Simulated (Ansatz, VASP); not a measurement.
Two plane-wave programs on In3GaAs4

```
CELL_PARAMETERS angstrom
4.29188 0.00000 0.00000
0.00000 8.59708 0.00000
0.00000 0.00000 6.08093
ATOMIC_POSITIONS crystal
In 0.00000 0.75899 0.24970
In 0.50000 0.50000 0.75185
In 0.00000 0.24101 0.24970
Ga 0.50000 0.00000 0.74675
As 0.00000 0.00000 0.97227
As 0.50000 0.76194 0.50997
As 0.00000 0.50000 0.00980
As 0.50000 0.23806 0.50997
```

Change from the starting cell: species swapped into the Cd4Te3Se type (Pmm2, No. 25).

Alike in both runs: functional PBE; k mesh 8 × 4 × 6; occupations gaussian, width 0.1 eV; no spin polarisation.

Ansatz relaxed the structure, and its values are those at the end. VASP's run is a single point on that final structure, the one shown.

|  | VASP | Ansatz |
| --- | --- | --- |
| version | VASP 6.6.1 | Ansatz 0.2.0 |
| potentials or method | VASP PAW PBE potentials, release 64 (In_d, Ga_d, As), cutoff 520 eV | scalar-relativistic, plane waves, PAW |
| valence electrons in the cell | 72 | 112 |

```csv
,VASP,Ansatz,Ansatz less VASP
gap on the k mesh at the Fermi level (eV),none,none,-
pressure (GPa),0.1,0.0,-0.10
```

A gap of «none» marks a metal or a gap that the smearing closes. With one functional, cell and mesh, what is left measures potentials, basis and numerics. VASP's potentials hold 72 valence electrons a cell and Ansatz's 112, so a difference there can come from the potentials and not from the codes.
